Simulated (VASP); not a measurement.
Write the native input for VASP 6.6.1 that does the following.

```
Task                   : single point
Functional             : PBE
Potentials or basis    : VASP PAW PBE potentials, release 64 (Ta_pv, Si)
Cutoff                 : 520 eV
k mesh                 : 4 × 4 × 1
Occupations            : gaussian, width 0.1 eV
Spin                   : no spin polarisation
Dipole correction      : yes
Further INCAR settings : LREAL = Auto; ALGO = Normal; EDIFF = 1e-06; NBANDS = 104
```

The structure of Ta16Si lies in POSCAR:

```
Ta16Si
1.0
    6.6379342679      0.0000000000      0.0000000000
    0.0000000000      6.6379342679      0.0000000000
    0.0000000000      0.0000000000     20.2996559574
Ta Si
16 1
Direct
    0.2500000000      0.2500000000      0.1970476745
    0.2500000000      0.7500000000      0.1970476745
    0.7500000000      0.2500000000      0.1970476745
    0.7500000000      0.7500000000      0.1970476745
    0.0000000000      0.0000000000      0.2787970190
    0.0000000000      0.5000000000      0.2787970190
    0.5000000000      0.0000000000      0.2787970190
    0.5000000000      0.5000000000      0.2787970190
    0.2500000000      0.2500000000      0.3599139064
    0.2500000000      0.7500000000      0.3599139064
    0.7500000000      0.2500000000      0.3599139064
    0.7500000000      0.7500000000      0.3599139064
    0.0000000000      0.0000000000      0.4334879357
    0.0000000000      0.5000000000      0.4334879357
    0.5000000000      0.0000000000      0.4334879357
    0.5000000000      0.5000000000      0.4334879357
    0.0000000000      0.1250000000      0.5450409900
```

These files were run (other wordings do the same):

INCAR

```
PREC = Accurate
ENCUT = 520
EDIFF = 1E-6
ISMEAR = 0
SIGMA = 0.1
LREAL = Auto
LASPH = T
NELM = 100
ALGO = Normal
ISIF = 2
LWAVE = F
LCHARG = F
LDIPOL = T
IDIPOL = 3
DIPOL = 0.5 0.5 0.331
GGA = PE
NBANDS = 104
```

KPOINTS

```
regular mesh
0
Gamma
  4 4 1
```

Potentials or basis: VASP PAW PBE potentials, release 64 (Ta_pv, Si).

Run with:

```sh
$ cat potpaw_PBE.64/Ta_pv/POTCAR potpaw_PBE.64/Si/POTCAR > POTCAR
$ mpirun -np 1 vasp_std > vasp.out
```

Results of the run:

* Largest force: 1.260 eV/Å
* Band gap on the k mesh: zero (band 90 reaches -0.40 eV, above the bottom of band 91 at -0.78 eV)

Caveat: spin-orbit coupling is left out, which moves the levels of the heavy elements.

Run time: 33 min on 1 thread of Intel(R) Xeon(R) Platinum 8488C (Sapphire Rapids) (shared host), peak memory 1.1 GiB.
